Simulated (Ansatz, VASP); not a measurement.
**Two plane-wave programs on Gd**

```
Gd
1.0
     3.43384    0.00000    0.00000
     0.00000    3.43384    0.00000
     0.00000    0.00000    4.86278
Gd
2
Cartesian
  3.4338 3.4338 4.8628
  1.7169 1.7169 2.4314
```

Alike in both runs: functional LDA; k mesh 9 × 9 × 6; occupations fermi-dirac, width 0.05 eV; collinear spin.

Ansatz relaxed the structure, and its values are those at the end. VASP's run is a single point on that final structure, the one shown.

|  | VASP | Ansatz |
| --- | --- | --- |
| version | VASP 6.6.1 | Ansatz 0.2.0 |
| potentials or method | VASP PAW PBE potentials, release 64 (Gd), cutoff 600 eV | plane waves (420 eV) with PAW, scalar-relativistic |
| valence electrons in the cell | 36 | 36 |

|  | VASP | Ansatz | Ansatz less VASP |
| --- | --- | --- | --- |
| pressure (GPa) | 0.0 | 0.0 | -0.04 |
| net moment per atom (μB) | 0.00 | 0.00 | 0.000 |
| size of the moment on the site where the two differ most (μB) | 6.85 | 7.11 | +0.257 |

VASP's potentials were made for PBE, not for LDA, and Ansatz warns of the same on its side. LDA's correlation is that of Perdew and Zunger in VASP and of Perdew and Wang (1992) in Ansatz. Site moments also hang on the region over which each program counts them.

Neither program's run includes spin-orbit coupling.
